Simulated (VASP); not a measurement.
# TaN (C222_1) in VASP: further runs

The runs below take TaN through single point, with PBE.

All numbers are computed with VASP 6.6.1; they aren't measurements. Logs are shortened: lines on timing, memory, paths and dates and some standing lists are left out, and cuts for length are marked.

**1. The cell of the first run**

Symmetry: C222_1, No. 20, orthorhombic system. Conventional cell: a = 2.956 Å, b = 5.119 Å, c = 5.914 Å, α = 90.00°, β = 90.00°, γ = 90.00°. Ta (site symmetry 2) has 6 N at 2.19 to 2.33 Å and 8 Ta at 2.96 Å within 3.0 Å. N (site symmetry 2) has 6 Ta at 2.19 to 2.33 Å and 6 N at 2.96 Å within 3.0 Å.

**2. Single point, PBE (atoms displaced along a vibrational mode, the cell strained)**

INCAR

```
ALGO = Normal
EDIFF = 1E-6
ENCUT = 520
GGA = PE
ISIF = 2
ISMEAR = 0
LASPH = True
LCHARG = True
LELF = True
LREAL = False
LVHAR = True
LWAVE = False
NBANDS = 24
NELM = 100
PREC = Accurate
SIGMA = 0.15
```

KPOINTS

```
k-points
0
Gamma
  15 15 8
```

POSCAR

```
TaN
1.0
    2.9556944426      0.0000000000      0.0000000000
   -1.4778472213      2.5597064731      0.0000000000
    0.0000000000      0.0000000000      5.9142266377
Ta N
2 2
Direct
   -0.0342829754      0.0000000000      0.0000000000
    0.0342829754      0.0000000000      0.5000000000
    0.3333333333      0.6666666667      0.2500000000
    0.6666666667      0.3333333333      0.7500000000
```

Potentials or basis: VASP PAW PBE potentials, release 64 (Ta_pv, N).

The run is started by

```console
$ cat potpaw_PBE.64/Ta_pv/POTCAR potpaw_PBE.64/N/POTCAR > POTCAR
$ mpirun -np 1 vasp_std > vasp.out
```

OUTCAR:

```text
EDIFF = 1E-6
   ENCUT = 520
   GGA = PE
   ISIF = 2
   ISMEAR = 0
   LASPH = True
   LREAL = False
   NELM = 100
   PREC = Accurate

 ion  position               nearest neighbor table
   1  0.966  0.000  0.000-   4 2.19   3 2.19   3 2.26   4 2.26   3 2.33   4 2.33   2 2.96   2 2.96

   2  0.034  0.000  0.500-   3 2.19   4 2.19   4 2.26   3 2.26   4 2.33   3 2.33   1 2.96   1 2.96

   3  0.333  0.667  0.250-   2 2.19   1 2.19   1 2.26   2 2.26   1 2.33   2 2.33
   4  0.667  0.333  0.750-   1 2.19   2 2.19   2 2.26   1 2.26   2 2.33   1 2.33

  LATTYP: Found a hexagonal cell.
 ALAT       =     2.9556944426
 C/A-ratio  =     2.0009600967

  Lattice vectors:

 A1 = (   2.9556944426,   0.0000000000,   0.0000000000)
 A2 = (  -1.4778472213,   2.5597064731,   0.0000000000)
 A3 = (   0.0000000000,   0.0000000000,   5.9142266377)

Analysis of symmetry for initial positions (statically):
=====================================================================
 Subroutine PRICEL returns:
 Original cell was already a primitive cell.

 Routine SETGRP: Setting up the symmetry group for a
 hexagonal supercell.

 Subroutine GETGRP returns: Found  4 space group operations
 (whereof  2 operations were pure point group operations)
 out of a pool of 24 trial point group operations.

The static configuration has the point symmetry C_2 .
 The point group associated with its full space group is D_2 .

Analysis of symmetry for dynamics (positions and initial velocities):
=====================================================================
 Subroutine PRICEL returns:
 Original cell was already a primitive cell.

 Routine SETGRP: Setting up the symmetry group for a
 hexagonal supercell.

 Subroutine GETGRP returns: Found  4 space group operations
 (whereof  2 operations were pure point group operations)
 out of a pool of 24 trial point group operations.

The dynamic configuration has the point symmetry C_2 .
 The point group associated with its full space group is D_2 .

 Subroutine INISYM returns: Found  4 space group operations
 (whereof  2 operations are pure point group operations),
 and found     1 'primitive' translations

----------------------------------------------------------------------------------------

                                     Primitive cell

[... 91 lines left out ...]
   LASPH  =      T    aspherical Exc in radial PAW
   ENCUT  =  520.0 eV  38.22 Ry    6.18 a.u.   5.50  5.50 11.00*2*pi/ulx,y,z
   NELM   =    100;   NELMIN=  2; NELMDL= -5     # of ELM steps
   EDIFF  = 0.1E-05   stopping-criterion for ELM
   LREAL  =      F    real-space projection
   EDIFFG = 0.1E-04   stopping-criterion for IOM
   NSW    =      0    number of steps for IOM
   IBRION =     -1    ionic relax: 0-MD 1-quasi-New 2-CG
   NFREE  =      0    steps in history (QN), initial steepest desc. (CG)
   ISIF   =      2    stress and relaxation
   ISYM   =      2    0-nonsym 1-usesym 2-fastsym
   POTIM  = 0.5000    time-step for ionic-motion
   TEBEG  =    0.0;   TEEND  =   0.0 temperature during run
   PSTRESS=    0.0 pullay stress
   NELECT =      32.0000    total number of electrons
   NUPDOWN=      -1.0000    fix difference up-down
   EMIN   =  10.00;   EMAX   =-10.00  energy-range for DOS
   EFERMI =   0.00;   METHOD = LEGACY
   ISMEAR =     0;   SIGMA  =   0.15  broadening in eV -4-tet -1-fermi 0-gaus
   EFERMI_NEDOS =   21; number of points for ismear=-14 and -15
   IALGO  =     38    algorithm
   IMIX   =      4    mixing-type and parameters
     AMIX     =   0.40;   BMIX     =  1.00
     AMIX_MAG =   1.60;   BMIX_MAG =  1.00
  volume/ion in A,a.u.               =      11.19        75.49
  Fermi-wavevector in a.u.,A,eV,Ry     =   1.464004  2.766566 29.161473  2.143308
  Thomas-Fermi vector in A             =   2.580032
   LORBIT       =      0    0 simple, 1 ext, 2 COOP (PROOUT), +10 PAW based schemes
   GGA     = PE    functional components
   LHFCALC =     F    Hartree Fock is set to
   AEXX    =    0.0000 exact exchange contribution
   IVDW    =     0    specifies the selected vdW correction
   LEPSILON=     F    determine dielectric tensor
   LRPA    =     F    only Hartree local field effects (RPA)
 non-spin polarized calculation
 Gauss-broadening in eV      SIGMA  =   0.15
  energy-cutoff  :      520.00
  volume of cell :       44.75
 maximum number of plane-waves:      1246
 NGX is ok and might be reduce to    24
   NGX = 11   NGY = 11   NGZ = 21

 number of electron      32.0000003 magnetization

 Free energy of the ion-electron system (eV)
  ---------------------------------------------------
  ext. energy  EPLUGINS =         0.00000000
  ---------------------------------------------------
  free energy    TOTEN  =       -43.87491574 eV

  energy without entropy =      -43.86031944  energy(sigma->0) =      -43.86761759

 E-fermi :   7.9381     XC(G=0): -13.1374

 val. band max:        7.9370258948   @ k =   0.4000   0.3333   0.0000
 cond. band min:       7.9387221736   @ k =   0.0000   0.0000   0.1250
 fundamental gap:      0.0016962787
 Fermi energy:         7.9381376293

 k-point     1 :       0.0000    0.0000    0.0000
  band No.  band energies     occupation
      1     -27.7184      2.00000
      2     -27.0034      2.00000
      3     -26.8043      2.00000
      4     -26.8002      2.00000
      5     -26.7498      2.00000
      6     -26.7419      2.00000
[... 637 lines left out ...]
     23      13.7229      0.00000
     24      14.1699      0.00000

 [... further k-points ...]

------------------------ aborting loop because EDIFF is reached ----------------------------------------

  FORCE on cell =-STRESS in cart. coord.  units (eV):
  Direction    XX          YY          ZZ          XY          YZ          ZX
  --------------------------------------------------------------------------------------
  -------------------------------------------------------------------------------------
  Total       -2.1542513     -2.3469526     -0.2112951      0.0000000      0.0000000      0.0000000
  in kB      -77.1363867    -84.0363618     -7.5657560      0.0000000      0.0000000      0.0000000
  external PRESSURE =     -56.2461682 kB  Pullay stress =       0.0000000 kB

 VOLUME and BASIS-vectors are now :
 -----------------------------------------------------------------------------
  energy-cutoff  :      520.00
  volume of cell :       44.75
      direct lattice vectors                 reciprocal lattice vectors
     2.955694443  0.000000000  0.000000000     0.338329966  0.195334897  0.000000000
    -1.477847221  2.559706473  0.000000000     0.000000000  0.390669794  0.000000000
     0.000000000  0.000000000  5.914226638     0.000000000  0.000000000  0.169083815

 POSITION                                       TOTAL-FORCE (eV/Angst)
 -----------------------------------------------------------------------------------
      2.85436      0.00000      0.00000         1.218962      0.000000      0.000000
      0.10133      0.00000      2.95711        -1.218962      0.000000      0.000000
     -0.00000      1.70647      1.47856        -0.000000     -0.048818      0.000000
      1.47785      0.85324      4.43567         0.000000      0.048818      0.000000
 -----------------------------------------------------------------------------------
    total drift:                               -0.000000     -0.000000      0.000000

  FREE ENERGIE OF THE ION-ELECTRON SYSTEM (eV)
  ---------------------------------------------------
  free  energy   TOTEN  =       -43.8749157426 eV

  energy  without entropy=      -43.8603194399  energy(sigma->0) =      -43.86761759
```

OSZICAR:

```text
N       E                     dE             d eps       ncg     rms          rms(c)
DAV:   1     0.263201411581E+03    0.26320E+03   -0.17135E+04 15360   0.140E+03
DAV:   2    -0.358913177769E+02   -0.29909E+03   -0.28461E+03 18584   0.405E+02
DAV:   3    -0.490843336445E+02   -0.13193E+02   -0.12983E+02 19368   0.823E+01
DAV:   4    -0.492534874422E+02   -0.16915E+00   -0.16878E+00 17624   0.969E+00
DAV:   5    -0.492559810872E+02   -0.24936E-02   -0.24922E-02 19928   0.953E-01    0.306E+01
DAV:   6    -0.441593955260E+02    0.50966E+01   -0.20721E+01 19032   0.307E+01    0.130E+01
DAV:   7    -0.439329426156E+02    0.22645E+00   -0.14411E+00 17768   0.814E+00    0.844E+00
DAV:   8    -0.438837430981E+02    0.49200E-01   -0.27644E-01 19688   0.394E+00    0.141E+00
DAV:   9    -0.438750857062E+02    0.86574E-02   -0.25639E-02 18456   0.982E-01    0.216E-01
DAV:  10    -0.438750234725E+02    0.62234E-04   -0.16058E-03 18664   0.374E-01    0.128E-01
DAV:  11    -0.438749143054E+02    0.10917E-03   -0.32193E-04 19384   0.121E-01    0.105E-02
DAV:  12    -0.438749159757E+02   -0.16703E-05   -0.17273E-05 16888   0.307E-02    0.395E-03
DAV:  13    -0.438749157426E+02    0.23308E-06   -0.39431E-07 11016   0.478E-03
   1 F= -.43874916E+02 E0= -.43867618E+02  d E =-.145963E-01
```

stdout:

```text
POSCAR found type information on POSCAR TaN
 POSCAR found :  2 types and       4 ions
 scaLAPACK will be used
 LDA part: xc-table for (Slater+PW92), standard interpolation
 POSCAR, INCAR and KPOINTS ok, starting setup
 FFT: planning ... GRIDC
 FFT: planning ... GRID_SOFT
 FFT: planning ... GRID
 WAVECAR not read
 entering main loop
```

Wall time 98 s (1 thread of Intel Xeon 6975P-C (Granite Rapids), shared host); peak memory 0.4 GiB.

Results:

| Item | Value |
| --- | --- |
| Free energy | -43.8749 eV |
| Pressure | -5.6 GPa |
| Largest force | 1.219 eV/Å |
| Band gap on the k mesh | zero (bands 16 and 17 overlap by 0.82 eV) |

Forces in eV/Å, atoms in the order of the input:
```
Ta   1.219  0.000  0.000
Ta  -1.219  0.000  0.000
N    0.000 -0.049  0.000
N    0.000  0.049  0.000
```

Levels at points of the mesh, in eV from the Fermi level:
```csv
k point,band 13,band 14,band 15,band 16,band 17,band 18,band 19,band 20
"(0.00, 0.00, 0.00)",-3.44,-2.19,-2.17,-0.28,-0.24,0.45,0.50,2.39
"(0.00, 0.00, 0.50)",-3.91,-3.91,-0.58,-0.58,0.90,0.90,0.91,0.91
```

Caveat: the cell differs from its parent crystal (atoms displaced along a vibrational mode, the cell strained); the stress differs along the axes, from -8 to -1 GPa; spin-orbit coupling is left out, which moves the levels of the heavy elements; forces of over 1 eV/Å act on the atoms, so gaps and moduli don't describe the material at rest.

**3. Single point, PBE (atoms displaced along a vibrational mode, the cell strained)**

INCAR

```
  PREC = Accurate
  ENCUT = 520
  EDIFF = 1E-6
  ISMEAR = 0
  SIGMA = 0.15
  LREAL = F
  LASPH = T
  NELM = 100
  ALGO = Normal
  ISIF = 2
  LWAVE = F
  LCHARG = F
  GGA = PE
  NBANDS = 24
```

KPOINTS

```
Automatic mesh
0
Gamma
  15 15 8
```

POSCAR

```
TaN
1.0
    2.9947808983      0.0000000000      0.0000000000
   -1.4973904492      2.5935563367      0.0000000000
    0.0000000000      0.0000000000      5.9142266377
Ta N
2 2
Direct
   -0.0514244632      0.0000000000      0.0000000000
    0.0514244632      0.0000000000      0.5000000000
    0.3333333333      0.6666666667      0.2500000000
    0.6666666667      0.3333333333      0.7500000000
```

Potentials or basis: VASP PAW PBE potentials, release 64 (Ta_pv, N).

The run is started by

```console
$ cat potpaw_PBE.64/Ta_pv/POTCAR potpaw_PBE.64/N/POTCAR > POTCAR
$ mpirun -np 1 vasp_std > vasp.out
```

It took 96 s on 1 thread of Intel Xeon 6975P-C (Granite Rapids), shared host; peak memory 0.4 GiB.

The run converged. Its results:

* Free energy: -43.6410 eV
* Pressure: -10.9 GPa
* Largest force: 1.630 eV/Å
* Band gap on the k mesh: zero (bands 16 and 17 overlap by 0.70 eV)

Forces in eV/Å, atoms in the order of the input:
```
Ta   1.630  0.000  0.000
Ta  -1.630  0.000  0.000
N    0.000 -0.106  0.000
N    0.000  0.106  0.000
```

Stress tensor (GPa, compression positive):
```
-14.46   0.00   0.00
  0.00 -16.18   0.00
  0.00   0.00  -2.17
```

Levels at points of the mesh, in eV from the Fermi level:
```tsv
k point	band 14	band 15	band 16	band 17	band 18	band 19
(0.00, 0.00, 0.00)	-2.40	-2.35	-0.33	-0.25	0.35	0.47
(0.00, 0.00, 0.50)	-3.97	-0.51	-0.51	0.82	0.82	0.84
```

Caveat: the cell differs from its parent crystal (atoms displaced along a vibrational mode, the cell strained); the stress differs along the axes, from -16 to -2 GPa; spin-orbit coupling is left out, which moves the levels of the heavy elements; forces of over 1 eV/Å act on the atoms, so gaps and moduli don't describe the material at rest.

**4. Single point, PBE (atoms displaced along a vibrational mode, the cell strained)**

INCAR

```
PREC     = Accurate       # precision mode
ENCUT    = 520            # plane-wave cutoff, eV
EDIFF    = 1E-6           # SCF threshold, eV
ISMEAR   = 0              # smearing method
SIGMA    = 0.15           # smearing width, eV
LREAL    = F              # projectors in reciprocal space
LASPH    = T              # aspherical terms in the spheres
NELM     = 80             # most SCF steps
ALGO     = Normal         # electronic algorithm
ISIF     = 2              # what is computed and relaxed
LWAVE    = F              # write WAVECAR
LCHARG   = F              # write CHGCAR
GGA      = PE             # functional
NBANDS   = 24             # bands
```

KPOINTS is that of step 3.

Changes to POSCAR since step 3:

```diff
@@ -8,4 +8,4 @@
 Direct
-   -0.0514244632      0.0000000000      0.0000000000
-    0.0514244632      0.0000000000      0.5000000000
+   -0.0342829754      0.0000000000      0.0000000000
+    0.0342829754      0.0000000000      0.5000000000
     0.3333333333      0.6666666667      0.2500000000
```

The run is started by

```console
$ cat potpaw_PBE.64/Ta_pv/POTCAR potpaw_PBE.64/N/POTCAR > POTCAR
$ mpirun -np 1 vasp_std > vasp.out
```

It took 97 s on 1 thread of Intel Xeon 6975P-C (Granite Rapids), shared host; peak memory 0.41 GiB.

It converged, with:

| Item | Value |
| --- | --- |
| Free energy | -43.7828 eV |
| Pressure | -12.6 GPa |
| Largest force | 1.124 eV/Å |
| Band gap on the k mesh | zero (bands 16 and 17 overlap by 0.78 eV) |

Forces in eV/Å, atoms in the order of the input:
```
Ta   1.124  0.000  0.000
Ta  -1.124  0.000  0.000
N    0.000 -0.046  0.000
N    0.000  0.046  0.000
```

Stress tensor (GPa, compression positive):
```
-16.38   0.00   0.00
  0.00 -17.06   0.00
  0.00   0.00  -4.41
```

Levels at points of the mesh, in eV from the Fermi level:
```csv
k point,band 14,band 15,band 16,band 17,band 18,band 19
"(0.00, 0.00, 0.00)",-2.25,-2.22,-0.28,-0.25,0.35,0.40
"(0.00, 0.00, 0.50)",-3.94,-0.52,-0.52,0.83,0.83,0.84
```

Caveat: the cell differs from its parent crystal (atoms displaced along a vibrational mode, the cell strained); the stress differs along the axes, from -17 to -4 GPa; spin-orbit coupling is left out, which moves the levels of the heavy elements; forces of over 1 eV/Å act on the atoms, so gaps and moduli don't describe the material at rest.

**5. Overview**

```csv
cell,gap on the mesh (eV),pressure (GPa),largest force (eV/Å)
"a = 2.956, b = 2.956, c = 5.914 Å, angles 90.0, 90.0, 120.0°, 4 atoms, atomic positions A",none,-5.6,1.22
"a = 2.995, b = 2.995, c = 5.914 Å, angles 90.0, 90.0, 120.0°, 4 atoms, atomic positions B",none,-10.9,1.63
"a = 2.995, b = 2.995, c = 5.914 Å, angles 90.0, 90.0, 120.0°, 4 atoms, atomic positions A",none,-12.6,1.12
```

Alike in all rows: task single point; level PBE; potentials or basis VASP PAW PBE potentials, release 64 (Ta_pv, N); no spin polarisation; k mesh 15 × 15 × 8; cutoff (eV) 520; smearing gaussian 0.15 eV.

Caveats: spin-orbit coupling is left out, which moves the levels of the heavy elements; forces of over 1 eV/Å act on the atoms, so gaps and moduli don't describe the material at rest; the stress differs along the axes, from -8 to -1 GPa (at least some runs); the stress differs along the axes, from -16 to -2 GPa (at least some runs); the stress differs along the axes, from -17 to -4 GPa (at least some runs).

Total energies depend on the potentials used, so only differences within one code and one set of settings carry meaning.
